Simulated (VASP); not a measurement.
Set up this calculation in VASP 6.6.1, as the native input.

| Quantity | Value |
| --- | --- |
| Task | relaxation of cell and atoms |
| Functional | PBEsol |
| Potentials or basis | VASP PAW PBE potentials, release 64 (Au, Al) |
| Cutoff | 600 eV |
| k mesh | 8 × 8 × 8 |
| Occupations | fermi-dirac, width 0.05 eV |
| Spin | no spin polarisation |
| Target pressure | 20 GPa |
| Dipole correction | no |
| Further INCAR settings | ALGO = Normal; EDIFF = 1e-06; IBRION = 2; EDIFFG = -0.005; NSW = 80; ISIF = 3 |

The structure of Al2Au lies in POSCAR:

```
Al2Au
1.0
    0.0000000000      3.0000000000      3.0000000000
    3.0000000000      0.0000000000      3.0000000000
    3.0000000000      3.0000000000      0.0000000000
Au Al
1 2
Direct
    0.0000000000      0.0000000000      0.0000000000
    0.7500000000      0.7500000000      0.7500000000
    0.2500000000      0.2500000000      0.2500000000
```

These files were run (other wordings do the same):

INCAR

```
PREC = Accurate
ENCUT = 600
EDIFF = 1E-6
ISMEAR = -1
SIGMA = 0.05
LREAL = False
LASPH = True
NELM = 80
ALGO = Normal
ISIF = 3
LWAVE = False
LCHARG = False
GGA = PS
IBRION = 2
NSW = 80
EDIFFG = -0.005
PSTRESS = 200.0
```

KPOINTS

```
regular mesh
0
Gamma
  8 8 8
```

Potentials or basis: VASP PAW PBE potentials, release 64 (Au, Al).

Command:

```console
$ cat potpaw_PBE.64/Au/POTCAR potpaw_PBE.64/Al/POTCAR > POTCAR
$ mpirun -np 1 vasp_std > vasp.out
```

It gave:

The relaxed volume is 15.82 Å³/atom, the relaxed cell is a = 4.064 Å, b = 4.064 Å, c = 4.064 Å, α = 60.00°, β = 60.00°, γ = 60.00° and the space group after relaxing (to 0.05 Å) is Fm-3m (No. 225). The energy change on relaxing (the enthalpy is what falls) is +119.5 meV/atom and the ionic steps are 7. The pressure after relaxing is 20.0 GPa.

Caveat: the cell is relaxed towards a set pressure, so the enthalpy falls and the energy may rise; the PAW data sets were made with another functional, which shifts forces and pressure a little.

It took 2.1 min on 1 thread of Intel(R) Xeon(R) Platinum 8488C (Sapphire Rapids), on a shared host, peak memory 0.22 GiB.
